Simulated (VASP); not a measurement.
# RhN (wurtzite type) (P6_3mc) in VASP: a series of runs

Runs on RhN (wurtzite type). Level: PBE. Tasks: density of states, electric field gradients.

Everything below comes from runs of VASP 6.6.1. Logs are shortened: lines on timing, memory, paths and dates and some standing lists are left out, and cuts for length are marked.

## (1) The cell of the first run

It takes space group P6_3mc (No. 186, hexagonal). The conventional cell has a = 3.122 Å, b = 3.122 Å, c = 5.775 Å, α = 90.00°, β = 90.00°, γ = 120.00°. Rh (site symmetry 3m) has 4 N at 1.97 to 2.09 Å within 2.6 Å. Within 2.6 Å of N (site symmetry 3m) lie 4 Rh at 1.97 to 2.09 Å.

## (2) Density of states, PBE

POSCAR reads:

```
RhN
1.0
    3.1220633946      0.0000000000      0.0000000000
   -1.5610316973      2.7037862119      0.0000000000
    0.0000000000      0.0000000000      5.7753371800
Rh N
2 2
Direct
    0.3333333333      0.6666666667      0.0068738725
    0.6666666667      0.3333333333      0.5068738725
    0.3333333333      0.6666666667      0.3691261275
    0.6666666667      0.3333333333      0.8691261275
```

INCAR.step1 reads:

```
SYSTEM = RhN
PREC = Accurate
ENCUT = 520
EDIFF = 1E-7
ISMEAR = -1
SIGMA = 0.05
LREAL = .False.
LASPH = .True.
NELM = 100
ALGO = Normal
ISIF = 2
LWAVE = .False.
LCHARG = .True.
LMAXMIX = 4
GGA = PE
NBANDS = 28
```

KPOINTS.step1 reads:

```
Automatic mesh
0
Gamma
  15 15 8
  0 0 0
```

INCAR.step2 reads:

```
SYSTEM = RhN
PREC = Accurate
ENCUT = 520
EDIFF = 1E-7
ISMEAR = -5
SIGMA = 0.05
LREAL = .False.
LASPH = .True.
NELM = 100
ALGO = Normal
ISIF = 2
LWAVE = .False.
LCHARG = .False.
LMAXMIX = 4
GGA = PE
LORBIT = 11
NBANDS = 28
NEDOS = 2001
ICHARG = 11
```

KPOINTS.step2 reads:

```
Automatic mesh
0
Gamma
  23 23 12
  0 0 0
```

Potentials or basis: VASP PAW PBE potentials, release 64 (Rh_pv, N).

On the command line:

```
$ cat potpaw_PBE.64/Rh_pv/POTCAR potpaw_PBE.64/N/POTCAR > POTCAR
$ cp INCAR.step1 INCAR
$ cp KPOINTS.step1 KPOINTS
$ mpirun -np 1 vasp_std > vasp.out
$ cp INCAR.step2 INCAR
$ cp KPOINTS.step2 KPOINTS
$ mpirun -np 1 vasp_std > vasp.out
```

OUTCAR:

```text
SYSTEM = RhN
   PREC = Accurate
   ENCUT = 520
   EDIFF = 1E-7
   ISMEAR = -5
   LREAL = .False.
   LASPH = .True.
   NELM = 100
   ISIF = 2
   GGA = PE
   LORBIT = 11
   ICHARG = 11

 ion  position               nearest neighbor table
   1  0.333  0.667  0.007-   4 1.97   4 1.97   4 1.97   3 2.09
   2  0.667  0.333  0.507-   3 1.97   3 1.97   3 1.97   4 2.09
   3  0.333  0.667  0.369-   2 1.97   2 1.97   2 1.97   1 2.09
   4  0.667  0.333  0.869-   1 1.97   1 1.97   1 1.97   2 2.09

  LATTYP: Found a hexagonal cell.
 ALAT       =     3.1220633946
 C/A-ratio  =     1.8498462235

  Lattice vectors:

 A1 = (   3.1220633946,   0.0000000000,   0.0000000000)
 A2 = (  -1.5610316973,   2.7037862119,   0.0000000000)
 A3 = (   0.0000000000,   0.0000000000,   5.7753371800)

Analysis of symmetry for initial positions (statically):
=====================================================================
 Subroutine PRICEL returns:
 Original cell was already a primitive cell.

 Routine SETGRP: Setting up the symmetry group for a
 hexagonal supercell.

 Subroutine GETGRP returns: Found 12 space group operations
 (whereof  6 operations were pure point group operations)
 out of a pool of 24 trial point group operations.

The static configuration has the point symmetry C_3v.
 The point group associated with its full space group is C_6v.

Analysis of symmetry for dynamics (positions and initial velocities):
=====================================================================
 Subroutine PRICEL returns:
 Original cell was already a primitive cell.

 Routine SETGRP: Setting up the symmetry group for a
 hexagonal supercell.

 Subroutine GETGRP returns: Found 12 space group operations
 (whereof  6 operations were pure point group operations)
 out of a pool of 24 trial point group operations.

The dynamic configuration has the point symmetry C_3v.
 The point group associated with its full space group is C_6v.

 Subroutine INISYM returns: Found 12 space group operations
 (whereof  6 operations are pure point group operations),
 and found     1 'primitive' translations

----------------------------------------------------------------------------------------

                                     Primitive cell

  volume of cell :      48.7519

  direct lattice vectors                    reciprocal lattice vectors
     3.122063395  0.000000000  0.000000000     0.320300991  0.184925864  0.000000000
    -1.561031697  2.703786212  0.000000000     0.000000000  0.369851727  0.000000000
     0.000000000  0.000000000  5.775337180     0.000000000  0.000000000  0.173150064

  length of vectors
     3.122063395  3.122063395  5.775337180     0.369851727  0.369851727  0.173150064

  position of ions in fractional coordinates (direct lattice)
     0.333333333  0.666666667  0.006873873
     0.666666667  0.333333333  0.506873873
     0.333333333  0.666666667  0.369126128
     0.666666667  0.333333333  0.869126128

  ion indices of the primitive-cell ions
   primitive index   ion index
                 1           1
                 2           2
                 3           3
                 4           4

----------------------------------------------------------------------------------------

 KPOINTS: Automatic mesh

Automatic generation of k-mesh.
 Grid dimensions read from file:
 generate k-points for:   23   23   12

 Generating k-lattice:

  Cartesian coordinates                     Fractional coordinates (reciprocal lattice)
     0.013926130  0.008040255  0.000000000     0.043478261  0.000000000  0.000000000
     0.000000000  0.016080510  0.000000000     0.000000000  0.043478261  0.000000000
     0.000000000  0.000000000  0.014429172     0.000000000  0.000000000  0.083333333

  Length of vectors
     0.016080510  0.016080510  0.014429172

  Shift w.r.t. Gamma in fractional coordinates (k-lattice)
     0.000000000  0.000000000  0.000000000

 TETIRR: Found   6486 inequivalent tetrahedra from    38088

 Subroutine IBZKPT returns following result:
 ===========================================

 Found    392 irreducible k-points:

 Following reciprocal coordinates:
            Coordinates               Weight
  0.000000  0.000000  0.000000      1.000000
  0.043478  0.000000  0.000000      6.000000
  0.086957  0.000000  0.000000      6.000000
  0.130435  0.000000  0.000000      6.000000
  0.173913  0.000000  0.000000      6.000000
  0.217391  0.000000  0.000000      6.000000
[... 16 lines left out ...]
  0.478261  0.043478  0.000000      6.000000
  0.086957  0.086957  0.000000      6.000000
 [... further k-points ...]
   k-points           NKPTS =    392   k-points in BZ     NKDIM =    392   number of bands    NBANDS=     28
   number of dos      NEDOS =   2001   number of ions     NIONS =      4
   total plane-waves  NPLWV =  27648
   dimension x,y,z NGX =    24 NGY =   24 NGZ =   48
   dimension x,y,z NGXF=    48 NGYF=   48 NGZF=   96
   ions per type =               2   2
   NGX,Y,Z   is equivalent  to a cutoff of  12.78, 12.78, 13.82 a.u.
   NGXF,Y,Z  is equivalent  to a cutoff of  25.56, 25.56, 27.63 a.u.
 SYSTEM =  RhN
   PREC   = accura    normal or accurate (medium, high low for compatibility)
   ISTART =      0    job   : 0-new  1-cont  2-samecut
   ICHARG =     11    charge: 1-file 2-atom 10-const
   ISPIN  =      1    spin polarized calculation?
   LNONCOLLINEAR =      F non collinear calculations
   LSORBIT =      F    spin-orbit coupling
   LASPH  =      T    aspherical Exc in radial PAW
   ENCUT  =  520.0 eV  38.22 Ry    6.18 a.u.   5.80  5.80 10.74*2*pi/ulx,y,z
   NELM   =    100;   NELMIN=  2; NELMDL=  0     # of ELM steps
   EDIFF  = 0.1E-06   stopping-criterion for ELM
   LREAL  =      F    real-space projection
   EDIFFG = 0.1E-05   stopping-criterion for IOM
   NSW    =      0    number of steps for IOM
   IBRION =     -1    ionic relax: 0-MD 1-quasi-New 2-CG
   NFREE  =      0    steps in history (QN), initial steepest desc. (CG)
   ISIF   =      2    stress and relaxation
   ISYM   =      2    0-nonsym 1-usesym 2-fastsym
   POTIM  = 0.5000    time-step for ionic-motion
   TEBEG  =    0.0;   TEEND  =   0.0 temperature during run
   PSTRESS=    0.0 pullay stress
   NELECT =      40.0000    total number of electrons
   NUPDOWN=      -1.0000    fix difference up-down
   EMIN   =  10.00;   EMAX   =-10.00  energy-range for DOS
   EFERMI =   0.00;   METHOD = LEGACY
   ISMEAR =    -5;   SIGMA  =   0.05  broadening in eV -4-tet -1-fermi 0-gaus
   EFERMI_NEDOS =   21; number of points for ismear=-14 and -15
   IALGO  =     38    algorithm
   IMIX   =      4    mixing-type and parameters
     AMIX     =   0.40;   BMIX     =  1.00
     AMIX_MAG =   1.60;   BMIX_MAG =  1.00
  volume/ion in A,a.u.               =      12.19        82.25
  Fermi-wavevector in a.u.,A,eV,Ry     =   1.532608  2.896209 31.958542  2.348887
  Thomas-Fermi vector in A             =   2.639790
   LORBIT       =     11    0 simple, 1 ext, 2 COOP (PROOUT), +10 PAW based schemes
   GGA     = PE    functional components
   LHFCALC =     F    Hartree Fock is set to
   AEXX    =    0.0000 exact exchange contribution
   IVDW    =     0    specifies the selected vdW correction
   LEPSILON=     F    determine dielectric tensor
   LRPA    =     F    only Hartree local field effects (RPA)
 non-spin polarized calculation
 Fermi weights with tetrahedron method with Bloechl corrections
  energy-cutoff  :      520.00
  volume of cell :       48.75
 maximum number of plane-waves:      1330
 NGX is ok and might be reduce to    24

 number of electron      39.9999991 magnetization

 Free energy of the ion-electron system (eV)
  ---------------------------------------------------
  ext. energy  EPLUGINS =         0.00000000
  ---------------------------------------------------
  free energy    TOTEN  =       -29.08819111 eV

  energy without entropy =      -29.08819111  energy(sigma->0) =      -29.08819111

 E-fermi :   8.5047     XC(G=0): -12.2632

 val. band max:        8.5937727927   @ k =   0.2174   0.0435   0.5000
 cond. band min:       8.4546834397   @ k =   0.2174   0.0870   0.5000
 fundamental gap:     -0.1390893530
 Fermi energy:         8.5046974571

 k-point     1 :       0.0000    0.0000    0.0000
  band No.  band energies     occupation
      1     -38.8203      2.00000
      2     -38.8203      2.00000
      3     -38.8120      2.00000
      4     -38.8120      2.00000
      5     -38.7975      2.00000
      6     -38.7203      2.00000
[... 20 lines left out ...]
     27      15.8951      0.00000
     28      20.2737      0.00000

 k-point     2 :       0.0435    0.0000    0.0000
  band No.  band energies     occupation
      1     -38.8231      2.00000
      2     -38.8210      2.00000
      3     -38.8147      2.00000
      4     -38.8126      2.00000
      5     -38.7967      2.00000
      6     -38.7203      2.00000
[... 20 lines left out ...]
     27      15.9732      0.00000
     28      20.3300      0.00000

 k-point     3 :       0.0870    0.0000    0.0000
  band No.  band energies     occupation
      1     -38.8310      2.00000
      2     -38.8230      2.00000
      3     -38.8224      2.00000
      4     -38.8143      2.00000
      5     -38.7944      2.00000
      6     -38.7203      2.00000
[... 20 lines left out ...]
     27      16.1994      0.00000
     28      20.4716      0.00000

 k-point     4 :       0.1304    0.0000    0.0000
  band No.  band energies     occupation
      1     -38.8432      2.00000
      2     -38.8346      2.00000
      3     -38.8261      2.00000
      4     -38.8169      2.00000
      5     -38.7911      2.00000
      6     -38.7203      2.00000
[... 20 lines left out ...]
     27      16.5527      0.00000
     28      20.5740      0.00000

 k-point     5 :       0.1739    0.0000    0.0000
  band No.  band energies     occupation
      1     -38.8588      2.00000
      2     -38.8503      2.00000
      3     -38.8301      2.00000
      4     -38.8204      2.00000
      5     -38.7868      2.00000
      6     -38.7204      2.00000
[... 20 lines left out ...]
     27      17.0059      0.00000
     28      20.3163      0.00000

 k-point     6 :       0.2174    0.0000    0.0000
  band No.  band energies     occupation
      1     -38.8766      2.00000
      2     -38.8683      2.00000
      3     -38.8347      2.00000
      4     -38.8245      2.00000
      5     -38.7819      2.00000
      6     -38.7207      2.00000
[... 463 lines left out ...]
      5     -38.7575      2.00000
      6     -38.7263      2.00000
[... 20 lines left out ...]
     27      17.7503      0.00000
     28      19.8043      0.00000

 k-point    22 :       0.4348    0.0435    0.0000
  band No.  band energies     occupation
      1     -38.9563      2.00000
      2     -38.9484      2.00000
      3     -38.8570      2.00000
      4     -38.8445      2.00000
      5     -38.7542      2.00000
      6     -38.7278      2.00000
[... 20 lines left out ...]
     27      17.5805      0.00000
     28      19.6371      0.00000

 k-point    23 :       0.4783    0.0435    0.0000
  band No.  band energies     occupation
      1     -38.9588      2.00000
      2     -38.9509      2.00000
      3     -38.8577      2.00000
      4     -38.8451      2.00000
      5     -38.7529      2.00000
      6     -38.7284      2.00000
[... 20 lines left out ...]
     27      17.4648      0.00000
     28      19.5603      0.00000

 k-point    24 :       0.0870    0.0870    0.0000
  band No.  band energies     occupation
      1     -38.8492      2.00000
      2     -38.8418      2.00000
      3     -38.8277      2.00000
      4     -38.8193      2.00000
      5     -38.7892      2.00000
      6     -38.7203      2.00000
[... 20 lines left out ...]
     27      16.7571      0.00000
     28      20.6284      0.00000

 [... further k-points ...]
[... 5 lines left out ...]
  --------------------------------------------------------------------------------------
  -------------------------------------------------------------------------------------
  Total       -0.0521945     -0.0521945     -0.0350668      0.0000000     -0.0000000      0.0000000
  in kB       -1.7153136     -1.7153136     -1.1524314      0.0000000     -0.0000000      0.0000000
  external PRESSURE =      -1.5276862 kB  Pullay stress =       0.0000000 kB

 VOLUME and BASIS-vectors are now :
 -----------------------------------------------------------------------------
  energy-cutoff  :      520.00
  volume of cell :       48.75
      direct lattice vectors                 reciprocal lattice vectors
     3.122063395  0.000000000  0.000000000     0.320300991  0.184925864  0.000000000
    -1.561031697  2.703786212  0.000000000     0.000000000  0.369851727  0.000000000
     0.000000000  0.000000000  5.775337180     0.000000000  0.000000000  0.173150064

 POSITION                                       TOTAL-FORCE (eV/Angst)
 -----------------------------------------------------------------------------------
     -0.00000      1.80252      0.03970         0.000000     -0.000000      0.021396
      1.56103      0.90126      2.92737        -0.000000      0.000000      0.021396
     -0.00000      1.80252      2.13183         0.000000      0.000000     -0.021396
      1.56103      0.90126      5.01950        -0.000000      0.000000     -0.021396
 -----------------------------------------------------------------------------------
    total drift:                               -0.000000      0.000000      0.001159

  FREE ENERGIE OF THE ION-ELECTRON SYSTEM (eV)
  ---------------------------------------------------
  free  energy   TOTEN  =       -29.0881911125 eV

  energy  without entropy=      -29.0881911125  energy(sigma->0) =      -29.08819111

 total charge

# of ion       s       p       d       tot
------------------------------------------
    1        0.378   6.314   7.139  13.832
    2        0.378   6.314   7.139  13.832
    3        1.275   2.337   0.000   3.612
    4        1.275   2.337   0.000   3.612
--------------------------------------------------
tot          3.306  17.303  14.279  34.888
```

Wall time 5 min (1 thread of Intel Xeon Platinum 8259CL at 2.50GHz (Skylake/Cascade Lake), shared host); peak memory 0.51 GiB.

What came out:

| Property | Result |
| --- | --- |
| Valence electrons inside the program's atomic spheres | Rh 13.83; N 3.61 |

Levels at points of the mesh, in eV from the Fermi level:
```tsv
k point	band 16	band 17	band 18	band 19	band 20	band 21	band 22	band 23	band 24	band 25
(0.00, 0.00, 0.00)	-2.79	-2.06	-2.06	-1.57	1.22	1.82	1.82	3.07	3.42	3.42
(0.00, 0.00, 0.50)	-2.40	-2.40	-2.40	0.48	0.48	2.57	2.57	2.57	2.57	3.85
```

Caveat: tetrahedron occupations give inexact forces and stress in metals.

(Part 1 of 2 ends here.)
